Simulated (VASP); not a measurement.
# NiO2 (Cmcm) in VASP: further runs

Runs on NiO2. Level: PBEsol. Tasks: single point.

All numbers are computed with VASP 6.6.1; they aren't measurements. Logs are shortened: lines on timing, memory, paths and dates and some standing lists are left out, and cuts for length are marked.

### 1 The cell of the first run

The structure is orthorhombic, space group Cmcm (No. 63). The conventional cell has a = 2.783 Å, b = 4.724 Å, c = 10.843 Å, α = 90.00°, β = 90.00°, γ = 90.00°. Ni (site symmetry 2/m) has 6 O at 1.83 to 1.85 Å within 2.4 Å. O (site symmetry m) has 3 Ni at 1.83 to 1.85 Å within 2.4 Å.

### 2 Single point, PBEsol (strain -0.0200 x Voigt [0, 1, 0, 0, 0, 0])

Contents of INCAR:

```
PREC     = Accurate       # precision mode
ENCUT    = 520            # plane-wave cutoff, eV
EDIFF    = 1E-6           # SCF threshold, eV
ISMEAR   = 0              # smearing method
SIGMA    = 0.05           # smearing width, eV
LREAL    = F              # projectors in reciprocal space
LASPH    = T              # aspherical terms in the spheres
NELM     = 100            # most SCF steps
ALGO     = Normal         # electronic algorithm
ISIF     = 2              # what is computed and relaxed
LWAVE    = F              # write WAVECAR
LCHARG   = F              # write CHGCAR
GGA      = PS             # functional
NBANDS   = 31             # bands
```

Contents of KPOINTS:

```
Automatic mesh
0
Gamma
  12 12 4
```

Contents of POSCAR:

```
NiO2
1.0
    2.7833395248      0.0000000000      0.0000000000
   -1.3916697624      2.3622338811      0.0000000000
    0.0000000000      0.0000000000     10.8430490062
Ni O
2 4
Direct
    0.0000000000      0.0000000000      0.0000000000
    0.0000000000      0.0000000000      0.5000000000
    0.6666666667      0.3333333333      0.0860929541
    0.6666666667      0.3333333333      0.4139070459
    0.3333333333      0.6666666667      0.9139070459
    0.3333333333      0.6666666667      0.5860929541
```

Potentials or basis: VASP PAW PBE potentials, release 64 (Ni, O).

Run with:

```console
> cat potpaw_PBE.64/Ni/POTCAR potpaw_PBE.64/O/POTCAR > POTCAR
> mpirun -np 1 vasp_std > vasp.out
```

OUTCAR:

```text
PREC = Accurate
   ENCUT = 520
   EDIFF = 1E-6
   ISMEAR = 0
   LREAL = F
   LASPH = T
   NELM = 100
   ISIF = 2
   GGA = PS

 ion  position               nearest neighbor table
   1  0.000  0.000  0.000-   5 1.83   3 1.83   5 1.85   3 1.85   3 1.85   5 1.85
   2  0.000  0.000  0.500-   6 1.83   4 1.83   6 1.85   4 1.85   4 1.85   6 1.85
   3  0.667  0.333  0.086-   1 1.83   1 1.85   1 1.85
   4  0.667  0.333  0.414-   2 1.83   2 1.85   2 1.85
   5  0.333  0.667  0.914-   1 1.83   1 1.85   1 1.85
   6  0.333  0.667  0.586-   2 1.83   2 1.85   2 1.85

  Warning from LATTYP: Monoclinic adjustment (A1->A3, A2->A1, A3->A2)!
  LATTYP: Found a base centered orthorhombic cell.
 ALAT       =     2.7833395248
 B/A-ratio  =     1.6974097914
 C/A-ratio  =     3.8956975639

  Lattice vectors:

 A1 = (   1.3916697624,  -2.3622338811,   0.0000000000)
 A2 = (   1.3916697624,   2.3622338811,   0.0000000000)
 A3 = (   0.0000000000,   0.0000000000,  10.8430490062)

Analysis of symmetry for initial positions (statically):
=====================================================================
 Subroutine PRICEL returns:
 Original cell was already a primitive cell.

 Routine SETGRP: Setting up the symmetry group for a
 base centered orthorhombic supercell.

 Subroutine GETGRP returns: Found  8 space group operations
 (whereof  4 operations were pure point group operations)
 out of a pool of  8 trial point group operations.

The static configuration has the point symmetry C_2h.
 The point group associated with its full space group is D_2h.

Analysis of symmetry for dynamics (positions and initial velocities):
=====================================================================
 Subroutine PRICEL returns:
 Original cell was already a primitive cell.

 Routine SETGRP: Setting up the symmetry group for a
 base centered orthorhombic supercell.

 Subroutine GETGRP returns: Found  8 space group operations
 (whereof  4 operations were pure point group operations)
 out of a pool of  8 trial point group operations.

The dynamic configuration has the point symmetry C_2h.
 The point group associated with its full space group is D_2h.

 Subroutine INISYM returns: Found  8 space group operations
 (whereof  4 operations are pure point group operations),
 and found     1 'primitive' translations

----------------------------------------------------------------------------------------

                                     Primitive cell

  volume of cell :      71.2920

  direct lattice vectors                    reciprocal lattice vectors
     2.783339525  0.000000000  0.000000000     0.359280638  0.211664054  0.000000000
    -1.391669762  2.362233881  0.000000000     0.000000000  0.423328108  0.000000000
     0.000000000  0.000000000 10.843049006     0.000000000  0.000000000  0.092224982

  length of vectors
     2.783339525  2.741695395 10.843049006     0.416994303  0.423328108  0.092224982

  position of ions in fractional coordinates (direct lattice)
     0.000000000  0.000000000  0.000000000
     0.000000000  0.000000000  0.500000000
     0.666666667  0.333333333  0.086092954
     0.666666667  0.333333333  0.413907046
     0.333333333  0.666666667  0.913907046
     0.333333333  0.666666667  0.586092954

  ion indices of the primitive-cell ions
   primitive index   ion index
                 1           1
                 2           2
                 3           3
                 4           4
                 5           5
                 6           6

----------------------------------------------------------------------------------------

 KPOINTS: Automatic mesh

Automatic generation of k-mesh.
 Grid dimensions read from file:
 generate k-points for:   12   12    4

 Generating k-lattice:

  Cartesian coordinates                     Fractional coordinates (reciprocal lattice)
     0.029940053  0.017638671  0.000000000     0.083333333  0.000000000  0.000000000
     0.000000000  0.035277342  0.000000000     0.000000000  0.083333333  0.000000000
     0.000000000  0.000000000  0.023056246     0.000000000  0.000000000  0.250000000

  Length of vectors
     0.034749525  0.035277342  0.023056246

  Shift w.r.t. Gamma in fractional coordinates (k-lattice)
     0.000000000  0.000000000  0.000000000

 Subroutine IBZKPT returns following result:
 ===========================================

 Found    129 irreducible k-points:

 Following reciprocal coordinates:
            Coordinates               Weight
  0.000000  0.000000  0.000000      1.000000
  0.083333 -0.000000  0.000000      4.000000
  0.166667  0.000000  0.000000      4.000000
  0.250000 -0.000000  0.000000      4.000000
  0.333333 -0.000000  0.000000      4.000000
  0.416667  0.000000  0.000000      4.000000
[... 16 lines left out ...]
  0.333333  0.166667  0.000000      4.000000
  0.416667  0.166667  0.000000      4.000000
 [... further k-points ...]
   k-points           NKPTS =    129   k-points in BZ     NKDIM =    129   number of bands    NBANDS=     31
   number of dos      NEDOS =    301   number of ions     NIONS =      6
   total plane-waves  NPLWV =  40320
   dimension x,y,z NGX =    24 NGY =   20 NGZ =   84
   dimension x,y,z NGXF=    48 NGYF=   40 NGZF=  168
   ions per type =               2   4
   NGX,Y,Z   is equivalent  to a cutoff of  14.33, 12.13, 12.88 a.u.
   NGXF,Y,Z  is equivalent  to a cutoff of  28.67, 24.25, 25.76 a.u.
 SYSTEM =  unknown system
   PREC   = accura    normal or accurate (medium, high low for compatibility)
   ISTART =      0    job   : 0-new  1-cont  2-samecut
   ICHARG =      2    charge: 1-file 2-atom 10-const
   ISPIN  =      1    spin polarized calculation?
   LNONCOLLINEAR =      F non collinear calculations
   LSORBIT =      F    spin-orbit coupling
   LASPH  =      T    aspherical Exc in radial PAW
   ENCUT  =  520.0 eV  38.22 Ry    6.18 a.u.   5.18  5.10 20.16*2*pi/ulx,y,z
   NELM   =    100;   NELMIN=  2; NELMDL= -5     # of ELM steps
   EDIFF  = 0.1E-05   stopping-criterion for ELM
   LREAL  =      F    real-space projection
   EDIFFG = 0.1E-04   stopping-criterion for IOM
   NSW    =      0    number of steps for IOM
   IBRION =     -1    ionic relax: 0-MD 1-quasi-New 2-CG
   NFREE  =      0    steps in history (QN), initial steepest desc. (CG)
   ISIF   =      2    stress and relaxation
   ISYM   =      2    0-nonsym 1-usesym 2-fastsym
   POTIM  = 0.5000    time-step for ionic-motion
   TEBEG  =    0.0;   TEEND  =   0.0 temperature during run
   PSTRESS=    0.0 pullay stress
   NELECT =      44.0000    total number of electrons
   NUPDOWN=      -1.0000    fix difference up-down
   EMIN   =  10.00;   EMAX   =-10.00  energy-range for DOS
   EFERMI =   0.00;   METHOD = LEGACY
   ISMEAR =     0;   SIGMA  =   0.05  broadening in eV -4-tet -1-fermi 0-gaus
   EFERMI_NEDOS =   21; number of points for ismear=-14 and -15
   IALGO  =     38    algorithm
   IMIX   =      4    mixing-type and parameters
     AMIX     =   0.40;   BMIX     =  1.00
     AMIX_MAG =   1.60;   BMIX_MAG =  1.00
  volume/ion in A,a.u.               =      11.88        80.18
  Fermi-wavevector in a.u.,A,eV,Ry     =   1.393838  2.633971 26.433177  1.942784
  Thomas-Fermi vector in A             =   2.517445
   LORBIT       =      0    0 simple, 1 ext, 2 COOP (PROOUT), +10 PAW based schemes
   GGA     = PS    functional components
   LHFCALC =     F    Hartree Fock is set to
   AEXX    =    0.0000 exact exchange contribution
   IVDW    =     0    specifies the selected vdW correction
   LEPSILON=     F    determine dielectric tensor
   LRPA    =     F    only Hartree local field effects (RPA)
 non-spin polarized calculation
 Gauss-broadening in eV      SIGMA  =   0.05
  energy-cutoff  :      520.00
  volume of cell :       71.29
 maximum number of plane-waves:      1944
 NGX is ok and might be reduce to    24
   NGX = 11   NGY = 11   NGZ = 41

 number of electron      43.9999994 magnetization

 Free energy of the ion-electron system (eV)
  ---------------------------------------------------
  ext. energy  EPLUGINS =         0.00000000
  ---------------------------------------------------
  free energy    TOTEN  =       -37.47204795 eV

  energy without entropy =      -37.47204795  energy(sigma->0) =      -37.47204795

 E-fermi :   1.5744     XC(G=0):  -9.8522

 val. band max:        1.2676782089   @ k =   0.0833   0.0833   0.0000
 cond. band min:       2.4297545129   @ k =   0.2500  -0.0000   0.0000
 fundamental gap:      1.1620763039
 Fermi energy:         1.5743505741

 k-point     1 :       0.0000    0.0000    0.0000
  band No.  band energies     occupation
      1     -18.5325      2.00000
      2     -18.5184      2.00000
      3     -15.9980      2.00000
      4     -15.9690      2.00000
      5      -4.4862      2.00000
      6      -4.4847      2.00000
[... 23 lines left out ...]
     30      12.4972      0.00000
     31      13.5495      0.00000

 k-point     2 :       0.0833   -0.0000    0.0000
  band No.  band energies     occupation
      1     -18.4349      2.00000
      2     -18.4208      2.00000
      3     -16.0011      2.00000
      4     -15.9732      2.00000
      5      -4.5418      2.00000
      6      -4.5272      2.00000
[... 23 lines left out ...]
     30      12.8408      0.00000
     31      13.8936      0.00000

 k-point     3 :       0.1667    0.0000    0.0000
  band No.  band energies     occupation
      1     -18.1559      2.00000
      2     -18.1422      2.00000
      3     -16.0137      2.00000
      4     -15.9888      2.00000
      5      -4.6734      2.00000
      6      -4.6331      2.00000
[... 23 lines left out ...]
     30      13.6929      0.00000
     31      14.5517      0.00000

 k-point     4 :       0.2500   -0.0000    0.0000
  band No.  band energies     occupation
      1     -17.7388      2.00000
      2     -17.7255      2.00000
      3     -16.0447      2.00000
      4     -16.0241      2.00000
      5      -4.7821      2.00000
      6      -4.7248      2.00000
[... 635 lines left out ...]
     30      15.7437      0.00000
     31      16.1122      0.00000

 k-point    23 :       0.3333    0.1667    0.0000
  band No.  band energies     occupation
      1     -16.6620      2.00000
      2     -16.6507      2.00000
      3     -16.2201      2.00000
      4     -16.2076      2.00000
      5      -5.1066      2.00000
      6      -5.0765      2.00000
[... 23 lines left out ...]
     30      15.4885      0.00000
     31      16.0267      0.00000

 k-point    24 :       0.4167    0.1667    0.0000
  band No.  band energies     occupation
      1     -16.4492      2.00000
      2     -16.4380      2.00000
      3     -16.3286      2.00000
      4     -16.3170      2.00000
      5      -5.2755      2.00000
      6      -5.2469      2.00000
[... 23 lines left out ...]
     30      15.3001      0.00000
     31      15.6344      0.00000

 [... further k-points ...]
[... 5 lines left out ...]
  --------------------------------------------------------------------------------------
  -------------------------------------------------------------------------------------
  Total        1.5097768      3.8668991      1.1836837      0.0000000      0.0000000      0.0000000
  in kB       33.9299202     86.9026312     26.6014762      0.0000000      0.0000000      0.0000000
  external PRESSURE =      49.1446759 kB  Pullay stress =       0.0000000 kB

 VOLUME and BASIS-vectors are now :
 -----------------------------------------------------------------------------
  energy-cutoff  :      520.00
  volume of cell :       71.29
      direct lattice vectors                 reciprocal lattice vectors
     2.783339525  0.000000000  0.000000000     0.359280638  0.211664054  0.000000000
    -1.391669762  2.362233881  0.000000000     0.000000000  0.423328108  0.000000000
     0.000000000  0.000000000 10.843049006     0.000000000  0.000000000  0.092224982

 POSITION                                       TOTAL-FORCE (eV/Angst)
 -----------------------------------------------------------------------------------
      0.00000      0.00000      0.00000         0.000000      0.000000      0.000000
      0.00000      0.00000      5.42152         0.000000      0.000000      0.000000
      1.39167      0.78741      0.93351        -0.000000     -0.132012      0.336721
      1.39167      0.78741      4.48801        -0.000000     -0.132012     -0.336721
     -0.00000      1.57482      9.90954         0.000000      0.132012     -0.336721
     -0.00000      1.57482      6.35503         0.000000      0.132012      0.336721
 -----------------------------------------------------------------------------------
    total drift:                               -0.000000      0.000000      0.000000

  FREE ENERGIE OF THE ION-ELECTRON SYSTEM (eV)
  ---------------------------------------------------
  free  energy   TOTEN  =       -37.4720479521 eV

  energy  without entropy=      -37.4720479521  energy(sigma->0) =      -37.47204795
```

Wall time 2.5 min (1 thread of Intel Xeon 6975P-C (Granite Rapids), shared host); peak memory 0.35 GiB.

What came out:

| Quantity | Value |
| --- | --- |
| Free energy | -37.4720 eV |
| Pressure | 4.9 GPa |
| Largest force | 0.362 eV/Å |
| Band gap on the k mesh | 1.16 eV, indirect (least direct gap 1.42 eV) |

Forces in eV/Å, atoms in the order of the input:
```
Ni   0.000  0.000  0.000
Ni   0.000  0.000  0.000
O    0.000 -0.132  0.337
O    0.000 -0.132 -0.337
O    0.000  0.132 -0.337
O    0.000  0.132  0.337
```

Levels at points of the mesh, in eV from the valence-band top:
```
           k point  band 19  band 20  band 21  band 22  band 23  band 24  band 25  band 26
(0.00, 0.00, 0.00)    -0.97    -0.96    -0.23    -0.08     2.41     2.42     2.47     2.48
(0.50, 0.00, 0.00)    -1.66    -1.64    -1.03    -1.01     1.69     1.81     2.34     2.36
(0.00, 0.50, 0.00)    -1.69    -1.67    -0.96    -0.94     1.78     1.89     2.28     2.29
(0.00, 0.00, 0.50)    -0.97    -0.97    -0.14    -0.14     2.41     2.41     2.48     2.48
(0.50, 0.00, 0.50)    -1.65    -1.65    -1.02    -1.02     1.75     1.75     2.35     2.35
(0.00, 0.50, 0.50)    -1.68    -1.68    -0.95    -0.95     1.83     1.83     2.28     2.28
```

Caveat: the cell differs from its parent crystal (strain -0.0200 x Voigt [0, 1, 0, 0, 0, 0]); the PAW data sets were made with another functional, which shifts forces and pressure a little.

### 3 Single point, PBEsol (strain -0.0150 x Voigt [0, 1, 0, 0, 0, 0])

Contents of INCAR:

```
  ALGO = Normal
  EDIFF = 1E-7
  ENCUT = 520
  GGA = PS
  ISIF = 2
  ISMEAR = 0
  LASPH = True
  LCHARG = False
  LREAL = False
  LWAVE = False
  NBANDS = 31
  NELM = 80
  PREC = Accurate
  SIGMA = 0.05
```

Contents of KPOINTS:

```
k-points
0
Gamma
  12 12 4
```

POSCAR: that of step 2 with these lines changed.

```diff
@@ -3,3 +3,3 @@
     2.7833395248      0.0000000000      0.0000000000
-   -1.3916697624      2.3622338811      0.0000000000
+   -1.3916697624      2.3742860948      0.0000000000
     0.0000000000      0.0000000000     10.8430490062
```

Potentials or basis: VASP PAW PBE potentials, release 64 (Ni, O).

Run with:

```console
> cat potpaw_PBE.64/Ni/POTCAR potpaw_PBE.64/O/POTCAR > POTCAR
> mpirun -np 1 vasp_std > vasp.out
```

Wall time 3.4 min (1 thread of Intel Xeon 6975P-C (Granite Rapids), shared host); peak memory 0.35 GiB.

The run converged. Its results:

* Free energy: -37.4899 eV
* Pressure: 3.8 GPa
* Largest force: 0.281 eV/Å
* Band gap on the k mesh: 1.16 eV, indirect (least direct gap 1.41 eV)

Forces on the atoms (eV/Å):
```
Ni   0.000  0.000  0.000
Ni   0.000  0.000  0.000
O    0.000 -0.094  0.265
O    0.000 -0.094 -0.265
O    0.000  0.094 -0.265
O    0.000  0.094  0.265
```

Stress tensor (GPa, compression positive):
```
2.69 0.00 0.00
0.00 6.59 0.00
0.00 0.00 2.03
```

Levels at points of the mesh, in eV from the valence-band top:
```tsv
k point	band 19	band 20	band 21	band 22	band 23	band 24	band 25	band 26
(0.00, 0.00, 0.00)	-0.98	-0.97	-0.23	-0.08	2.40	2.41	2.45	2.45
(0.50, 0.00, 0.00)	-1.65	-1.64	-1.03	-1.00	1.68	1.80	2.32	2.33
(0.00, 0.50, 0.00)	-1.67	-1.66	-0.97	-0.94	1.74	1.86	2.27	2.28
(0.00, 0.00, 0.50)	-0.98	-0.98	-0.14	-0.14	2.40	2.40	2.45	2.45
(0.50, 0.00, 0.50)	-1.64	-1.64	-1.01	-1.01	1.74	1.74	2.33	2.33
(0.00, 0.50, 0.50)	-1.66	-1.66	-0.96	-0.96	1.80	1.80	2.28	2.28
```

Caveat: the cell differs from its parent crystal (strain -0.0150 x Voigt [0, 1, 0, 0, 0, 0]); the PAW data sets were made with another functional, which shifts forces and pressure a little. A k mesh can miss the band edges.

### 4 Single point, PBEsol (strain -0.0100 x Voigt [0, 1, 0, 0, 0, 0])

Contents of INCAR:

```
ALGO     = Normal         # electronic algorithm
EDIFF    = 1E-7           # SCF threshold, eV
ENCUT    = 520            # plane-wave cutoff, eV
GGA      = PS             # functional
ISIF     = 2              # what is computed and relaxed
ISMEAR   = 0              # smearing method
LASPH    = T              # aspherical terms in the spheres
LCHARG   = F              # write CHGCAR
LREAL    = F              # projectors in reciprocal space
LWAVE    = F              # write WAVECAR
NBANDS   = 31             # bands
NELM     = 60             # most SCF steps
PREC     = Accurate       # precision mode
SIGMA    = 0.05           # smearing width, eV
```

KPOINTS is that of step 3.

POSCAR: that of step 3 with these lines changed.

```diff
@@ -3,3 +3,3 @@
     2.7833395248      0.0000000000      0.0000000000
-   -1.3916697624      2.3742860948      0.0000000000
+   -1.3916697624      2.3863383085      0.0000000000
     0.0000000000      0.0000000000     10.8430490062
```

Run with:

```console
> cat potpaw_PBE.64/Ni/POTCAR potpaw_PBE.64/O/POTCAR > POTCAR
> mpirun -np 1 vasp_std > vasp.out
```

Wall time 2.9 min (1 thread of Intel Xeon 6975P-C (Granite Rapids), shared host); peak memory 0.37 GiB.

Results (log left out):

```
Free energy            : -37.5031 eV
Pressure               : 2.7 GPa
Largest force          : 0.205 eV/Å
Band gap on the k mesh : 1.15 eV, indirect (least direct gap 1.40 eV)
```

Forces in eV/Å, atoms in the order of the input:
```
Ni   0.000  0.000  0.000
Ni   0.000  0.000  0.000
O    0.000 -0.060  0.196
O    0.000 -0.060 -0.196
O    0.000  0.060 -0.196
O    0.000  0.060  0.196
```

Stress tensor (GPa, compression positive):
```
2.04 0.00 0.00
0.00 4.58 0.00
0.00 0.00 1.46
```

Levels at points of the mesh, in eV from the valence-band top:
| k point | band 20 | band 21 | band 22 | band 23 | band 24 | band 25 |
| --- | --- | --- | --- | --- | --- | --- |
| (0.00, 0.00, 0.00) | -0.98 | -0.22 | -0.08 | 2.39 | 2.40 | 2.42 |
| (0.50, 0.00, 0.00) | -1.63 | -1.02 | -0.99 | 1.67 | 1.78 | 2.30 |
| (0.00, 0.50, 0.00) | -1.64 | -0.98 | -0.95 | 1.71 | 1.82 | 2.26 |
| (0.00, 0.00, 0.50) | -0.99 | -0.14 | -0.14 | 2.39 | 2.39 | 2.42 |
| (0.50, 0.00, 0.50) | -1.63 | -1.00 | -1.00 | 1.73 | 1.73 | 2.30 |
| (0.00, 0.50, 0.50) | -1.65 | -0.97 | -0.97 | 1.77 | 1.77 | 2.27 |

Caveat: the cell differs from its parent crystal (strain -0.0100 x Voigt [0, 1, 0, 0, 0, 0]); the PAW data sets were made with another functional, which shifts forces and pressure a little. A k mesh can miss the band edges.

### 5 Overview

```tsv
cell	gap on the mesh (eV)	pressure (GPa)	largest force (eV/Å)
a = 2.783, b = 2.742, c = 10.843 Å, angles 90.0, 90.0, 120.5°, 6 atoms	1.16	4.9	0.36
a = 2.783, b = 2.752, c = 10.843 Å, angles 90.0, 90.0, 120.4°, 6 atoms	1.16	3.8	0.28
a = 2.783, b = 2.762, c = 10.843 Å, angles 90.0, 90.0, 120.2°, 6 atoms	1.15	2.7	0.20
```

Alike in all rows: task single point; level PBEsol; potentials or basis VASP PAW PBE potentials, release 64 (Ni, O); no spin polarisation; k mesh 12 × 12 × 4; cutoff (eV) 520; smearing gaussian 0.05 eV.

Caveats: the PAW data sets were made with another functional, which shifts forces and pressure a little.

Total energies depend on the potentials used, so only differences within one code and one set of settings carry meaning.
